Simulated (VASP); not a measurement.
Input of a VASP 6.6.1 run:

File INCAR:

```
SYSTEM = Ag3SF
PREC     = Accurate       ! precision mode
ENCUT    = 520            ! plane-wave cutoff, eV
EDIFF    = 1E-7           ! SCF threshold, eV
ISMEAR   = 0              ! smearing method
SIGMA    = 0.1            ! smearing width, eV
LREAL    = .False.        ! projectors in reciprocal space
LASPH    = .True.         ! aspherical terms in the spheres
NELM     = 60             ! most SCF steps
ALGO     = Normal         ! electronic algorithm
ISIF     = 2              ! what is computed and relaxed
LWAVE    = .False.        ! write WAVECAR
LCHARG   = .False.        ! write CHGCAR
GGA      = PE             ! functional
NBANDS   = 31             ! bands
```

KPOINTS

```
Automatic mesh
0
Gamma
  4 4 4
  0 0 0
```

The input POSCAR:

```
Ag3SF
1.0
    4.6759498200      0.0000000000      0.0000000000
    0.0000000000      4.6759498200      0.0000000000
    0.0000000000      0.0000000000      4.6759498200
Ag S F
3 1 1
Direct
    0.0000000000      0.5000000000      0.5000000000
    0.5000000000      0.0000000000      0.5000000000
    0.5000000000      0.5000000000      0.0000000000
    0.0000000000      0.0000000000      0.0000000000
    0.5000000000      0.5000000000      0.5000000000
```

Potentials or basis: VASP PAW PBE potentials, release 64 (Ag, S, F).

The run is started by

```bash
$ cat potpaw_PBE.64/Ag/POTCAR potpaw_PBE.64/S/POTCAR potpaw_PBE.64/F/POTCAR > POTCAR
$ mpirun -np 1 vasp_std > vasp.out
```

Problem. Estimate the band gap on the k mesh.

Solution. Zero (bands 23 and 24 overlap by 1.23 eV).

Problem. Predict the pressure.

Solution. -3.1 GPa.

Caveat: the cell stands under tension.
